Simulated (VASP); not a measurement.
Input of a VASP 6.6.1 run:

File INCAR:

```
PREC     = Accurate       # precision mode
ENCUT    = 520            # plane-wave cutoff, eV
EDIFF    = 1E-6           # SCF threshold, eV
ISMEAR   = 0              # smearing method
SIGMA    = 0.01           # smearing width, eV
LREAL    = Auto         
LASPH    = T              # aspherical terms in the spheres
NELM     = 150            # most SCF steps
ALGO     = Normal         # electronic algorithm
ISIF     = 2              # what is computed and relaxed
LWAVE    = F              # write WAVECAR
LCHARG   = T              # write CHGCAR
ISPIN    = 2              # spin polarisation
MAGMOM   = 0.111 0 0 0 0 0.111 0.111 0.111 0 0 0 0 0 0 0 0.111 0.111 0.111 0 0 0 0 0 0.111 0.111 # initial moments
LORBIT   = 11             # projections on sites
GGA      = PE             # functional
IVDW     = 12             # dispersion correction
LELF     = T              # ELF
LVHAR    = T            
NBANDS   = 70             # bands
```

Contents of KPOINTS:

```
Automatic mesh
0
Gamma
  2 2 2
  0.5 0.5 0.5
```

File POSCAR:

```
B12HN12
1.0
   -3.7615274048      3.3394821732      4.3376638236
    3.7615274048      3.3394821732     -4.3376638236
   -3.7615274048     -3.3394821732     -4.3376638236
B N H
12 12 1
Direct
    0.4899443667      0.2441885930      0.7512663085
    0.3228781600      0.9929200781      0.3332771963
    0.6662397034      1.0047131839      0.6685502689
    0.5019531113      0.7561064160      0.2500108395
    0.8314133642      0.2530138292      0.0848377969
    0.3310044328      0.5019075301      0.8341284773
    0.8086489018      0.7299036233      0.5844750980
    0.1561447888      0.2441832763      0.4174765915
    0.6673548916      0.5055755283      0.1666541235
    0.9994259770      1.0047472000      1.0017104793
    1.0021037550      0.5055260060      0.5014590203
    0.1692997030      0.7560877822      0.9173775774
    0.4959877261      0.9166874867      0.4177327390
    0.3363845975      0.6738734459      0.0007123435
    0.6710899251      0.6765950175      0.3309069846
    0.4952839096      0.4163951701      0.9168596397
    0.8387686077      0.9293525737      0.7538208902
    0.3149678482      0.1519547600      0.5002235244
    0.8322945589      0.4204656712      0.2514089068
    0.1622183019      0.9167209802      0.0839365979
    0.6636036502      0.1690439048      0.8349229902
    1.0088385939      0.6765205848      0.6687335270
    0.9973780001      0.1690683429      0.1686769647
    0.1627368518      0.4163668933      0.5843421270
    0.6084346444      0.5283859186      0.5830242112
```

Potentials or basis: VASP PAW PBE potentials, release 64 (B, N, H).

Run with:

```console
$ cat potpaw_PBE.64/B/POTCAR potpaw_PBE.64/N/POTCAR potpaw_PBE.64/H/POTCAR > POTCAR
$ mpirun -np 1 vasp_std > vasp.out
```

Q: Predict the net moment.

A: 1.00 μB per cell.

Q: What does it give for the pressure?

A: 1.6 GPa.

Forces on the atoms (eV/Å):
```
B    0.000 -0.002  0.000
B    0.000 -0.002  0.001
B    0.000  0.003  0.001
B   -0.002  0.001 -0.003
B    0.001 -0.002  0.002
B    0.000 -0.002  0.001
B    0.001  0.002 -0.002
B   -0.002 -0.001  0.002
B    0.000  0.001 -0.001
B    0.001  0.001  0.002
B    0.002  0.003 -0.001
B    0.000  0.001 -0.004
N   -0.001 -0.001  0.001
N   -0.001  0.001  0.001
N    0.004 -0.004  0.001
N    0.000  0.001 -0.001
N    0.000 -0.003 -0.003
N    0.001  0.002  0.002
N    0.001 -0.001  0.000
N    0.001 -0.001  0.001
N    0.000  0.002  0.000
N   -0.004 -0.003  0.001
N    0.000  0.001  0.001
N    0.000  0.001 -0.001
H    0.000  0.000  0.000
```

Caveat: the k points lie up to 0.63 Å⁻¹ apart.
